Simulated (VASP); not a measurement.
Eu:

```
Eu
1.0
    -2.30300    2.30300    2.30300
     2.30300   -2.30300    2.30300
     2.30300    2.30300   -2.30300
Eu
1
Cartesian
  0.0000 0.0000 0.0000
```

Base run:

- Program: VASP 6.6.1
- Functional: PBE
- Potentials or basis: VASP PAW PBE potentials, release 64 (Eu)
- Cutoff: 520 eV
- k mesh: 7 × 7 × 7
- Occupations: fermi-dirac, width 0.05 eV
- Spin: collinear spin, ferromagnetic start
- Starting moments: [7.0] μB
- Fixed moment: 7 μB

Its results: pressure -1.9 GPa; site moments Eu +6.62 μB.

Task: After a change of settings the same cell gave: pressure -6.0 GPa; site moments Eu +8.26 μB. Which change was it?
A. fixed moment from 7 μB to 8.8 μB; moments at the start from [7.0] to [8.8]
B. fixed moment from 7 μB to 10.5 μB; moments at the start from [7.0] to [10.5]
C. fixed moment from 7 μB to 3.5 μB; moments at the start from [7.0] to [3.5]

Result: B.

Caveats: the total moment is fixed, so each spin has its own Fermi level.
